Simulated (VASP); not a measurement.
## TiO2: single point with PBE

Crystal: TiO2.

```
Ti O
1.0
     4.64340    0.00000    0.00000
     0.00000    4.64340    0.00000
     0.00000    0.00000    2.88480
Ti O
2 4
Direct
  0.00000 0.00000 0.00000
  0.50000 0.50000 0.50000
  0.30510 0.30510 0.00000
  0.19490 0.80510 0.50000
  0.69490 0.69490 0.00000
  0.80510 0.19490 0.50000
```

```json
{
 "Program": "VASP 6.6.1",
 "Task": "single point",
 "Functional": "PBE",
 "Potentials or basis": "VASP PAW PBE potentials, release 64 (Ti_sv, O)",
 "Cutoff": "520 eV",
 "k mesh": "6 × 6 × 10",
 "Occupations": "gaussian, width 0.05 eV",
 "Spin": "no spin polarisation",
 "Dipole correction": "no",
 "Further INCAR settings": "ALGO = Normal; EDIFF = 1e-07; NBANDS = 33"
}
```

```
Pressure               : 8.6 GPa
Largest force          : 0.212 eV/Å
Band gap on the k mesh : 1.96 eV, direct
```

Forces on the atoms (eV/Å):
```
Ti   0.000  0.000  0.000
Ti   0.000  0.000  0.000
O   -0.150 -0.150  0.000
O    0.150 -0.150  0.000
O    0.150  0.150  0.000
O   -0.150  0.150  0.000
```

Stress tensor (GPa, compression positive):
```
 5.22  0.00  0.00
 0.00  5.22  0.00
 0.00  0.00 15.29
```

Levels at points of the mesh, in eV from the valence-band top:
```
           k point  band 21  band 22  band 23  band 24  band 25  band 26  band 27  band 28
(0.00, 0.00, 0.00)    -0.51    -0.40    -0.40     0.00     1.96     2.22     2.67     2.73
(0.50, 0.00, 0.00)    -1.35    -1.35    -0.69    -0.69     2.64     2.64     3.20     3.20
(0.50, 0.50, 0.00)    -1.06    -1.06    -1.01    -1.01     1.98     1.98     2.75     2.75
(0.00, 0.00, 0.50)    -2.17    -2.17    -1.38    -1.38     3.05     3.05     3.58     3.58
(0.50, 0.00, 0.50)    -2.00    -2.00    -0.96    -0.96     2.03     2.03     3.59     3.59
(0.50, 0.50, 0.50)    -1.17    -1.17    -0.64    -0.64     2.71     2.71     3.33     3.33
```

It took 53 s on 1 thread of Intel(R) Xeon(R) Platinum 8559C (Emerald Rapids), on a shared host, peak memory 0.23 GiB.

A k mesh can miss the band edges. Expect the measured gap to be larger: semilocal functionals such as PBE lack the derivative discontinuity.
